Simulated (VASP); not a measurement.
# Al2Cu (I4/mmm) in VASP: notebook, part 2 of 2

VASP 6.6.1.

### Step 3. Single point, LDA

This run uses another cell than the first one, of 16.70 Å³/atom.

Input file INCAR:

```
ALGO = Fast
EDIFF = 1E-6
ENCUT = 520
GGA = CA
ISIF = 2
ISMEAR = 0
LASPH = T
LCHARG = F
LREAL = F
LWAVE = F
NBANDS = 16
NELM = 100
PREC = Accurate
SIGMA = 0.15
```

Input file KPOINTS:

```
k-points
0
Gamma
  14 14 14
```

Input file POSCAR:

```
Al2Cu
1.0
   -2.0514581936      2.0514581936      2.9768500000
    2.0514581936     -2.0514581936      2.9768500000
    2.0514581936      2.0514581936     -2.9768500000
Al Cu
2 1
Direct
    0.7500000000      0.2500000000      0.5000000000
    0.2500000000      0.7500000000      0.5000000000
    0.5000000000      0.5000000000      0.0000000000
```

Potentials or basis: VASP PAW LDA potentials, release 64 (Al, Cu).

The run is started by

```sh
$ cat potpaw_LDA.64/Al/POTCAR potpaw_LDA.64/Cu/POTCAR > POTCAR
$ mpirun -np 1 vasp_std > vasp.out
```

OUTCAR:

```text
EDIFF = 1E-6
   ENCUT = 520
   GGA = CA
   ISIF = 2
   ISMEAR = 0
   LASPH = T
   LREAL = F
   NELM = 100
   PREC = Accurate

 ion  position               nearest neighbor table
   1  0.750  0.250  0.500-   3 2.53   3 2.53   3 2.53   3 2.53   2 2.90   2 2.90   2 2.90   2 2.90
                             2 2.98   2 2.98
   2  0.250  0.750  0.500-   3 2.53   3 2.53   3 2.53   3 2.53   1 2.90   1 2.90   1 2.90   1 2.90
                             1 2.98   1 2.98
   3  0.500  0.500  0.000-   2 2.53   1 2.53   2 2.53   1 2.53   1 2.53   2 2.53   1 2.53   2 2.53

[... 654 lines left out ...]
  FORCE on cell =-STRESS in cart. coord.  units (eV):
  Direction    XX          YY          ZZ          XY          YZ          ZX
  --------------------------------------------------------------------------------------
  -------------------------------------------------------------------------------------
  Total       -2.3219271     -2.3219271     -2.9387119      0.0000000     -0.0000000      0.0000000
  in kB      -74.2363947    -74.2363947    -93.9561700      0.0000000     -0.0000000      0.0000000
  external PRESSURE =     -80.8096531 kB  Pullay stress =       0.0000000 kB

 VOLUME and BASIS-vectors are now :
 -----------------------------------------------------------------------------
  energy-cutoff  :      520.00
  volume of cell :       50.11
      direct lattice vectors                 reciprocal lattice vectors
    -2.051458194  2.051458194  2.976850000     0.000000000  0.243729071  0.167962779
     2.051458194 -2.051458194  2.976850000     0.243729071  0.000000000  0.167962779
     2.051458194  2.051458194 -2.976850000     0.243729071  0.243729071  0.000000000

 POSITION                                       TOTAL-FORCE (eV/Angst)
 -----------------------------------------------------------------------------------
      0.00000      2.05146      1.48843        -0.000000     -0.000000     -0.000000
      2.05146      0.00000      1.48843         0.000000      0.000000      0.000000
      0.00000      0.00000      2.97685         0.000000      0.000000     -0.000000
 -----------------------------------------------------------------------------------
    total drift:                               -0.000000      0.000000     -0.000000

  FREE ENERGIE OF THE ION-ELECTRON SYSTEM (eV)
  ---------------------------------------------------
  free  energy   TOTEN  =       -13.5800899804 eV

  energy  without entropy=      -13.5693571501  energy(sigma->0) =      -13.57472357
```

stdout:

```text
POSCAR found type information on POSCAR AlCu
 POSCAR found :  2 types and       3 ions
 scaLAPACK will be used
 LDA part: xc-table for (Slater(with rela. corr.)+CA(PZ))
 , standard interpolation
 POSCAR, INCAR and KPOINTS ok, starting setup
 FFT: planning ... GRIDC
 FFT: planning ... GRID_SOFT
 FFT: planning ... GRID
 WAVECAR not read
 entering main loop
WARNING in EDDRMM: call to ZHEGV failed, returncode =   8  4     16
```

Run time: 4.9 min. Hardware: 1 thread of Intel Xeon Platinum 8259CL at 2.50GHz (Skylake/Cascade Lake), shared host; peak memory 0.3 GiB.

Results:

| Property | Result |
| --- | --- |
| Free energy | -13.5801 eV |
| Pressure | -8.1 GPa |
| Band gap on the k mesh | zero (an odd number of electrons rules out a gap without spin polarisation) |

Stress tensor (GPa, compression positive):
```
-7.42  0.00  0.00
 0.00 -7.42  0.00
 0.00  0.00 -9.40
```

Levels at points of the mesh, in eV from the Fermi level:
```
           k point  band 7  band 8  band 9  band 10  band 11  band 12
(0.00, 0.00, 0.00)    2.65    2.65    2.77     2.93     2.97     2.97
(0.50, 0.00, 0.00)   -3.84    0.51    0.72     2.69     2.89     3.42
(0.50, 0.50, 0.00)   -3.62   -2.01   -1.83    -0.02     1.52     8.88
(0.50, 0.50, 0.50)   -3.69   -1.76   -1.76     0.27     1.67     8.88
```

Caveat: the cell stands under tension.

### Step 4. Single point, LDA

This run uses another cell than the first one, of 16.92 Å³/atom.

Input file INCAR:

```
SYSTEM = Al2Cu
ALGO = Fast
EDIFF = 1E-6
ENCUT = 520
GGA = CA
ISIF = 2
ISMEAR = 0
LASPH = .True.
LCHARG = .False.
LREAL = .False.
LWAVE = .False.
NBANDS = 16
NELM = 80
PREC = Accurate
SIGMA = 0.15
```

Input file KPOINTS:

```
k-points
0
Gamma
  14 14 14
  0 0 0
```

Input file POSCAR:

```
Al2Cu
1.0
   -2.0982333072      2.0982333072      2.8823500000
    2.0982333072     -2.0982333072      2.8823500000
    2.0982333072      2.0982333072     -2.8823500000
Al Cu
2 1
Direct
    0.7500000000      0.2500000000      0.5000000000
    0.2500000000      0.7500000000      0.5000000000
    0.5000000000      0.5000000000      0.0000000000
```

The run is started by

```sh
$ cat potpaw_LDA.64/Al/POTCAR potpaw_LDA.64/Cu/POTCAR > POTCAR
$ mpirun -np 1 vasp_std > vasp.out
```

Run time: 6.1 min. Hardware: 1 thread of Intel Xeon Platinum 8259CL at 2.50GHz (Skylake/Cascade Lake), shared host; peak memory 0.3 GiB.

It converged, with:

| Quantity | Value |
| --- | --- |
| Free energy | -13.5435 eV |
| Pressure | -8.9 GPa |
| Band gap on the k mesh | zero (an odd number of electrons rules out a gap without spin polarisation) |

Stress tensor (GPa, compression positive):
```
-9.68  0.00  0.00
 0.00 -9.68  0.00
 0.00  0.00 -7.34
```

Levels at points of the mesh, in eV from the Fermi level:
```tsv
k point	band 6	band 7	band 8	band 9	band 10	band 11	band 12	band 13
(0.00, 0.00, 0.00)	-3.83	2.50	2.82	2.82	2.84	2.84	3.05	3.41
(0.50, 0.00, 0.00)	-3.80	-3.79	0.51	0.73	2.74	2.76	3.39	4.12
(0.50, 0.50, 0.00)	-3.72	-3.62	-1.88	-1.68	0.15	1.64	8.83	9.47
(0.50, 0.50, 0.50)	-3.72	-3.56	-1.96	-1.96	-0.18	1.46	8.89	9.78
```

Caveat: the cell stands under tension.

### Step 5. Single point, LDA

This run uses another cell than the first one, of 17.20 Å³/atom.

Input file INCAR:

```
SYSTEM = Al2Cu
PREC = Accurate ; ENCUT = 520
EDIFF = 1E-6 ; ISMEAR = 0
SIGMA = 0.15 ; LREAL = .FALSE.
LASPH = .TRUE. ; NELM = 60
ALGO = Fast ; ISIF = 2
LWAVE = .FALSE. ; LCHARG = .TRUE.
GGA = CA ; LELF = .TRUE.
LVHAR = .TRUE. ; NBANDS = 16
```

Input file KPOINTS:

```
regular mesh
0
G
  14 14 14
  0 0 0
```

Input file POSCAR:

```
Al2Cu
1.0
   -2.0982333072      2.0982333072      2.9296000000
    2.0982333072     -2.0982333072      2.9296000000
    2.0982333072      2.0982333072     -2.9296000000
Al Cu
2 1
Direct
    0.7500000000      0.2500000000      0.5000000000
    0.2500000000      0.7500000000      0.5000000000
    0.5000000000      0.5000000000      0.0000000000
```

The run is started by

```sh
$ cat potpaw_LDA.64/Al/POTCAR potpaw_LDA.64/Cu/POTCAR > POTCAR
$ mpirun -np 1 vasp_std > vasp.out
```

Run time: 5.8 min. Hardware: 1 thread of Intel Xeon 8259CL, shared host; peak memory 0.31 GiB.

Results (log left out):

- Free energy: -13.4995 eV
- Pressure: -9.9 GPa
- Band gap on the k mesh: zero (an odd number of electrons rules out a gap without spin polarisation)

Stress tensor (GPa, compression positive):
```
-10.19   0.00   0.00
  0.00 -10.19   0.00
  0.00   0.00  -9.28
```

Levels at points of the mesh, in eV from the Fermi level:
| k point | band 6 | band 7 | band 8 | band 9 | band 10 | band 11 | band 12 | band 13 |
| --- | --- | --- | --- | --- | --- | --- | --- | --- |
| (0.00, 0.00, 0.00) | -3.79 | 2.57 | 2.71 | 2.71 | 2.87 | 2.87 | 2.96 | 3.24 |
| (0.50, 0.00, 0.00) | -3.76 | -3.75 | 0.57 | 0.67 | 2.75 | 2.78 | 3.19 | 4.05 |
| (0.50, 0.50, 0.00) | -3.67 | -3.58 | -1.84 | -1.75 | 0.02 | 1.61 | 8.81 | 9.54 |
| (0.50, 0.50, 0.50) | -3.67 | -3.55 | -1.87 | -1.87 | -0.12 | 1.53 | 8.83 | 9.67 |

Caveat: the cell stands under tension.

### Step 6. Overview

```tsv
cell	gap on the mesh (eV)	pressure (GPa)
a = 4.123 Å, angles 120.3, 120.3, 89.4°, 3 atoms	none	-7.0
a = 4.157 Å, angles 120.9, 120.9, 88.5°, 3 atoms	none	-8.1
a = 4.137 Å, angles 119.0, 119.0, 91.7°, 3 atoms	none	-8.9
a = 4.170 Å, angles 119.6, 119.6, 90.7°, 3 atoms	none	-9.9
```

Alike in all rows: task single point; level LDA; potentials or basis VASP PAW LDA potentials, release 64 (Al, Cu); no spin polarisation; k mesh 14 × 14 × 14; cutoff (eV) 520; smearing gaussian 0.15 eV.

Caveats: the cell stands under tension.

Absolute energies hang on the potentials; compare differences alone.
